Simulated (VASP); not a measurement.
Input of a VASP 6.6.1 run:

INCAR

```
PREC     = Accurate       # precision mode
ENCUT    = 520            # plane-wave cutoff, eV
EDIFF    = 1E-7           # SCF threshold, eV
ISMEAR   = -1             # smearing method
SIGMA    = 0.1            # smearing width, eV
LREAL    = F              # projectors in reciprocal space
LASPH    = T              # aspherical terms in the spheres
NELM     = 100            # most SCF steps
ALGO     = Normal         # electronic algorithm
ISIF     = 2              # what is computed and relaxed
LWAVE    = F              # write WAVECAR
LCHARG   = F              # write CHGCAR
GGA      = CA             # functional
NBANDS   = 20             # bands
```

KPOINTS

```
Automatic mesh
0
Gamma
  16 16 8
```

POSCAR

```
V
1.0
    2.4325077624      0.0000000000      0.0000000000
   -1.2162538812      2.1066135171      0.0000000000
    0.0000000000      0.0000000000      4.4319191470
V
2
Direct
    0.3333333333      0.6666666667      0.2500000000
    0.6666666667      0.3333333333      0.7500000000
```

Potentials or basis: VASP PAW LDA potentials, release 64 (V_sv).

Launch:

```console
$ cat potpaw_LDA.64/V_sv/POTCAR > POTCAR
$ mpirun -np 1 vasp_std > vasp.out
```

Question: Predict the band gap on the k mesh.

Answer: Zero (band 13 reaches 14.22 eV, above the bottom of band 14 at 11.48 eV).

Question: What does it give for the pressure?

Answer: 33.0 GPa.

Stress tensor (GPa, compression positive):
```
32.88  0.00  0.00
 0.00 32.88  0.00
 0.00  0.00 33.36
```
